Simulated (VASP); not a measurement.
# Li17H16 (a cell with a defect) in VASP: a series of runs, part 3 of 3

VASP 6.6.1. The steps go on from the part before.

**4. Single point, PBE, collinear spin (with an interstitial atom, then relaxed in part)**

File INCAR:

```
ALGO = Normal
EDIFF = 1E-6
ENCUT = 520
GGA = PE
ISIF = 2
ISMEAR = 0
ISPIN = 2
LASPH = T
LCHARG = T
LELF = T
LORBIT = 11
LREAL = Auto
LVHAR = T
LWAVE = F
MAGMOM = 0 0 0 0 0 0 0 0 0 0 0 0 0 0 0 0 1 0 0 0 0 0 0 0 0 0 0 0 0 0 0 0 0
NBANDS = 60
NELM = 150
PREC = Accurate
SIGMA = 0.02
```

File KPOINTS:

```
Automatic mesh
0
Gamma
  2 2 2
  0.5 0.5 0.5
```

File POSCAR:

```
Li17H16
1.0
    4.0071000521     -4.0071000521     -4.0071000521
   -4.0071000521     -4.0071000521      4.0071000521
   -4.0071000521      4.0071000521     -4.0071000521
Li H
17 16
Direct
    0.2447394827      0.7505688918      0.0056382040
    0.2429698781      1.0058370388      0.7502279281
    0.2580855050      0.2581328851      0.5131882333
    0.0061636614      0.7505932387      0.2443430160
    0.2563184904      0.5120766921      0.2559265674
    1.0646667165      1.0607648183      1.0642910488
    0.0056616145      0.2429383487      0.7500128086
    0.7465346946      0.7504954975      0.4361084653
   -0.0124260341      0.4952674478      0.4948729335
    0.7505479421      1.0059268227      0.2424948712
    0.7504307505      0.2429095195      0.0053365532
    0.4370272247      0.7502602100      0.7462742184
    0.7540410226      0.4410107153      0.7539136845
    0.4950126561      0.9892884875      0.4946399279
    0.5135510987      0.2582150278      0.2577669385
    0.4950523963      0.4951177596     -0.0129200468
    0.7512745651      0.7514361629      0.7503036533
    0.2411355911      0.4985048824      0.7501724299
    0.2400340650      0.7505868073      0.4970655564
    0.2613002206      0.0081811919      0.2609161312
    0.0035273145      0.4931608449      0.0031404670
    0.2600645174      0.2600455312      0.0077741240
   -0.0007564236      0.7506671943      0.7522866002
    0.0022847470      0.0024216889      0.4924764360
    0.7505087486      0.4985410968      0.2406081233
    0.0080596685      0.2601016856      0.2596921130
    0.7526106245      0.7505386126     -0.0018191775
    0.7484132075     -0.0027769310      0.7479363275
    0.5026541580      0.5048691200      0.5023065713
    0.7505182889      0.2412616627      0.4983072634
    0.4973357863      0.7505806329      0.2393988775
    0.4929537889      0.0023415056      0.0018787957
    0.4984370190      0.2411867703      0.7501032043
```

Potentials or basis: VASP PAW PBE potentials, release 64 (Li_sv, H).

The run is started by

```sh
> cat potpaw_PBE.64/Li_sv/POTCAR potpaw_PBE.64/H/POTCAR > POTCAR
> mpirun -np 1 vasp_std > vasp.out
```

OUTCAR:

```text
EDIFF = 1E-6
   ENCUT = 520
   GGA = PE
   ISIF = 2
   ISMEAR = 0
   ISPIN = 2
   LASPH = T
   LORBIT = 11
   LREAL = Auto
   NELM = 150
   PREC = Accurate

 ion  position               nearest neighbor table
   1  0.245  0.751  0.006-  12 2.57
   2  0.243  0.006  0.750-  12 2.56
   3  0.258  0.258  0.513-   6 2.55
   4  0.006  0.751  0.244-   8 2.57
   5  0.256  0.512  0.256-   6 2.57
   6  0.065  0.061  0.064-  17 2.17  15 2.55   3 2.55   5 2.57
   7  0.006  0.243  0.750-  13 2.56
   8  0.747  0.750  0.436-  17 2.17  16 2.56  10 2.56   4 2.57
   9  0.988  0.495  0.495-  12 2.56
  10  0.751  0.006  0.242-   8 2.56
  11  0.750  0.243  0.005-  13 2.56
  12  0.437  0.750  0.746-  17 2.17   9 2.56   2 2.56   1 2.57
  13  0.754  0.441  0.754-  17 2.17  11 2.56   7 2.56  14 2.57
  14  0.495  0.989  0.495-  13 2.57
  15  0.514  0.258  0.258-   6 2.55
  16  0.495  0.495  0.987-   8 2.56
  17  0.751  0.751  0.750-  28 1.72  23 1.72  29 1.72  27 1.72   6 2.17   8 2.17  12 2.17  13 2.17

  18  0.241  0.499  0.750-
  19  0.240  0.751  0.497-
  20  0.261  0.008  0.261-
  21  0.004  0.493  0.003-
  22  0.260  0.260  0.008-
  23  0.999  0.751  0.752-  17 1.72
  24  0.002  0.002  0.492-
  25  0.751  0.499  0.241-
  26  0.008  0.260  0.260-
  27  0.753  0.751  0.998-  17 1.72
  28  0.748  0.997  0.748-  17 1.72
  29  0.503  0.505  0.502-  17 1.72
  30  0.751  0.241  0.498-
  31  0.497  0.751  0.239-
  32  0.493  0.002  0.002-
  33  0.498  0.241  0.750-

  LATTYP: Found a body centered cubic cell.
 ALAT       =     8.0142001042

  Lattice vectors:

 A1 = (   4.0071000521,  -4.0071000521,  -4.0071000521)
 A2 = (  -4.0071000521,  -4.0071000521,   4.0071000521)
 A3 = (  -4.0071000521,   4.0071000521,  -4.0071000521)

Analysis of symmetry for initial positions (statically):
[... 241 lines left out ...]
      2     -44.1255      1.00000
      3     -44.1236      1.00000
      4     -44.1219      1.00000
      5     -44.0400      1.00000
      6     -43.8473      1.00000
[... 181 lines left out ...]
     44       6.3382      0.00000
     45       6.5708      0.00000
 Fermi energy:         3.7415505167

 spin component 2

 k-point     1 :       0.2500    0.2500    0.2500
  band No.  band energies     occupation
      1     -44.1967      1.00000
      2     -44.1063      1.00000
      3     -44.1045      1.00000
      4     -44.1029      1.00000
      5     -44.0216      1.00000
      6     -43.8289      1.00000
[... 181 lines left out ...]
     44       6.5201      0.00000
     45       6.7436      0.00000
 [bands above 45 left out]

------------------------ aborting loop because EDIFF is reached ----------------------------------------

  FORCE on cell =-STRESS in cart. coord.  units (eV):
  Direction    XX          YY          ZZ          XY          YZ          ZX
  --------------------------------------------------------------------------------------
  -------------------------------------------------------------------------------------
  Total        4.7388667      4.7526624      3.4203496      0.0041566      0.0090320      0.0245667
  in kB       29.5008495     29.5867322     21.2926899      0.0258761      0.0562266      0.1529352
  external PRESSURE =      26.7934239 kB  Pullay stress =       0.0000000 kB

 VOLUME and BASIS-vectors are now :
 -----------------------------------------------------------------------------
  energy-cutoff  :      520.00
  volume of cell :      257.37
      direct lattice vectors                 reciprocal lattice vectors
     4.007100052 -4.007100052 -4.007100052     0.000000000 -0.124778517 -0.124778517
    -4.007100052 -4.007100052  4.007100052    -0.124778517 -0.124778517  0.000000000
    -4.007100052  4.007100052 -4.007100052    -0.124778517  0.000000000 -0.124778517

 POSITION                                       TOTAL-FORCE (eV/Angst)
 -----------------------------------------------------------------------------------
     -2.04950     -3.96571      2.00432        -0.001214      0.003133      0.005443
     -2.05602      2.00924     -3.95645         0.000386      0.005961      0.005630
     -2.05659     -0.01214     -2.05621        -0.003406     -0.004774     -0.004234
     -3.96211     -2.05329      2.00390         0.005084     -0.001421      0.006076
     -2.05037     -2.05351     -0.00067        -0.005795     -0.005533     -0.006188
     -0.24199     -0.24500     -0.27326        -0.006118     -0.004117      0.020675
[... 25 lines left out ...]
      1.95840     -1.97717     -1.97346         0.002875     -0.003337     -0.000855
     -1.97491      0.04199     -4.03657        -0.002205     -0.004255     -0.001172
 -----------------------------------------------------------------------------------
    total drift:                                0.000332      0.005404     -0.005168

  FREE ENERGIE OF THE ION-ELECTRON SYSTEM (eV)
  ---------------------------------------------------
  free  energy   TOTEN  =       -97.1926466579 eV

  energy  without entropy=      -97.1919736149  energy(sigma->0) =      -97.19231014

 total charge

# of ion       s       p       d       tot
------------------------------------------
    1        2.021   0.067   0.000   2.088
    2        2.020   0.067   0.000   2.088
    3        2.021   0.067   0.000   2.088
    4        2.021   0.067   0.000   2.088
    5        2.021   0.067   0.000   2.088
    6        2.028   0.077   0.000   2.105
[... 25 lines left out ...]
   32        0.548   0.003   0.000   0.551
   33        0.548   0.003   0.000   0.551
--------------------------------------------------
tot         43.150   1.275   0.000  44.426

 magnetization (x)

# of ion       s       p       d       tot
------------------------------------------
    1        0.000   0.010   0.000   0.010
    2        0.000   0.010   0.000   0.010
    3        0.000   0.010   0.000   0.010
    4        0.000   0.010   0.000   0.010
    5        0.000   0.010   0.000   0.010
    6        0.001   0.010   0.000   0.011
[... 25 lines left out ...]
   32       -0.005   0.001   0.000  -0.003
   33       -0.005   0.001   0.000  -0.003
--------------------------------------------------
tot         -0.065   0.185   0.000   0.119
```

OSZICAR:

```text
N       E                     dE             d eps       ncg     rms          rms(c)
DAV:   1     0.413963142259E+03    0.41396E+03   -0.26077E+04   960   0.119E+03
DAV:   2    -0.126583001324E+02   -0.42662E+03   -0.38904E+03   968   0.326E+02
DAV:   3    -0.893316604026E+02   -0.76673E+02   -0.75859E+02  1548   0.896E+01
DAV:   4    -0.993991995171E+02   -0.10068E+02   -0.99270E+01  1544   0.406E+01
DAV:   5    -0.100364703644E+03   -0.96550E+00   -0.96517E+00  1472   0.919E+00    0.147E+01
DAV:   6    -0.979090833181E+02    0.24556E+01   -0.21441E+00  1400   0.508E+00    0.725E+00
DAV:   7    -0.971572279460E+02    0.75186E+00   -0.15867E+00  1552   0.362E+00    0.405E+00
DAV:   8    -0.971609611199E+02   -0.37332E-02   -0.63396E-01  1528   0.219E+00    0.794E-01
DAV:   9    -0.971843787872E+02   -0.23418E-01   -0.12114E-01  1440   0.970E-01    0.556E-01
DAV:  10    -0.971913006321E+02   -0.69218E-02   -0.71736E-03  1432   0.309E-01    0.176E-01
DAV:  11    -0.971924941581E+02   -0.11935E-02   -0.20300E-03  1224   0.186E-01    0.491E-02
DAV:  12    -0.971926392725E+02   -0.14511E-03   -0.28608E-04  1360   0.708E-02    0.169E-02
DAV:  13    -0.971926476248E+02   -0.83524E-05   -0.39208E-05  1424   0.244E-02    0.911E-03
DAV:  14    -0.971926466579E+02    0.96691E-06   -0.63489E-06  1200   0.120E-02
   1 F= -.97192647E+02 E0= -.97192310E+02  d E =-.673043E-03  mag=     1.0000
```

Wall time 3.2 min (1 thread of Intel Xeon 6975P-C (Granite Rapids), shared host); peak memory 0.51 GiB.

Results:

```
Free energy                                           : -97.1926 eV
Largest force                                         : 0.022 eV/Å
Band gap on the k mesh                                : zero (filled and empty bands overlap)
Net moment                                            : 1.00 μB per cell
Valence electrons inside the program's atomic spheres : Li 2.09, 2.10, 2.17 (each value once); H 0.55, 0.54 (each value once)
```

Forces on the atoms (eV/Å):
```
Li  -0.001  0.003  0.005
Li   0.000  0.006  0.006
Li  -0.003 -0.005 -0.004
Li   0.005 -0.001  0.006
Li  -0.006 -0.006 -0.006
Li  -0.006 -0.004  0.021
Li   0.001  0.006 -0.003
Li   0.007 -0.004 -0.019
Li  -0.003  0.002  0.003
Li   0.005 -0.002  0.006
Li   0.005  0.002 -0.004
Li  -0.004  0.004 -0.016
Li   0.005  0.004  0.015
Li   0.002  0.003 -0.004
Li  -0.006 -0.004 -0.005
Li   0.001 -0.005  0.003
Li  -0.003  0.005 -0.004
H    0.002 -0.004  0.002
H   -0.001  0.001  0.008
H   -0.001 -0.001 -0.007
H    0.001  0.001 -0.009
H    0.001  0.004  0.000
H   -0.004  0.002  0.008
H   -0.002  0.004  0.000
H   -0.006  0.002  0.001
H    0.006  0.001  0.000
H    0.001 -0.003  0.007
H    0.003  0.002 -0.009
H    0.000 -0.001 -0.005
H   -0.003 -0.003  0.001
H    0.001 -0.001  0.007
H    0.003 -0.003 -0.001
H   -0.002 -0.004 -0.001
```

Caveat: the k points lie up to 0.55 Å⁻¹ apart, too coarse for converged energies and pressures of a metal; the cell differs from its parent crystal (with an interstitial atom, then relaxed in part); the cutoff is under 1.25 times the usual one of these potentials, so pressure, stress and relaxed cells hold a basis-set (Pulay) error.

**5. The runs side by side**

| spin | cell | gap on the mesh (eV) | largest force (eV/Å) |
| --- | --- | --- | --- |
| off | as given, atomic positions A | none | 0.04 |
| off | as given, atomic positions B | none | 0.04 |
| collinear | as given, atomic positions A | none | 0.02 |

Alike in all rows: task single point; level PBE; potentials or basis VASP PAW PBE potentials, release 64 (Li_sv, H); k mesh 2 × 2 × 2, shifted; cutoff (eV) 520; smearing gaussian 0.02 eV.

Caveats: all runs use coarse meshes; the cutoff is under 1.25 times the usual one of these potentials, so pressure, stress and relaxed cells hold a basis-set (Pulay) error; an odd number of electrons without spin polarisation forces a metal (at least some runs); a magnetic or distorted state may lie lower (at least some runs).

Absolute energies hang on the potentials; compare differences alone.
